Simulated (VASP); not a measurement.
**ScAl2N3: single point with PBE**

The system is ScAl2N3.

```
Sc Al N
1.0
    -1.51537    1.51537    6.28068
     1.51537   -1.51537    6.28068
     1.51537    1.51537   -6.28068
Sc Al N
1 2 3
Direct
  0.50000 0.50000 0.00000
  0.82985 0.82985 0.00000
  0.17015 0.17015 0.00000
  0.00000 0.00000 0.00000
  0.67357 0.67357 0.00000
  0.32643 0.32643 0.00000
```

```yaml
Program: VASP 6.6.1
Task: single point
Functional: PBE
Potentials_or_basis: VASP PAW PBE potentials, release 64 (Sc_sv, Al, N)
Cutoff: 520 eV
k_mesh: 12 × 12 × 12
Occupations: gaussian, width 0.02 eV
Spin: no spin polarisation
Dipole_correction: no
k_mesh_for_the_DOS: 18 × 18 × 18
Occupations_for_the_DOS: tetrahedron
Further_INCAR_settings: ALGO = Normal; EDIFF = 1e-06
```

- Valence electrons inside the program's atomic spheres: Sc 9.84; Al 0.67; N 3.79, 3.78 (each value once)

Levels at points of the mesh, in eV from the valence-band top:
| k point | band 13 | band 14 | band 15 | band 16 | band 17 | band 18 | band 19 | band 20 |
| --- | --- | --- | --- | --- | --- | --- | --- | --- |
| (0.00, 0.00, 0.00) | -1.29 | -0.50 | 0.00 | 0.00 | 0.74 | 3.40 | 4.31 | 4.31 |
| (0.50, 0.00, 0.00) | -2.06 | -1.73 | -1.43 | -1.25 | 4.78 | 4.87 | 5.12 | 5.42 |
| (0.50, 0.50, 0.00) | -3.33 | -2.24 | -1.99 | -1.37 | 1.75 | 2.96 | 3.64 | 6.25 |
| (0.50, 0.50, 0.50) | -1.18 | -1.18 | -0.36 | -0.36 | 0.71 | 3.82 | 4.66 | 4.68 |

Run time: 21 min on 1 thread of Intel(R) Xeon(R) Platinum 8488C (Sapphire Rapids), on a shared host, peak memory 0.76 GiB.
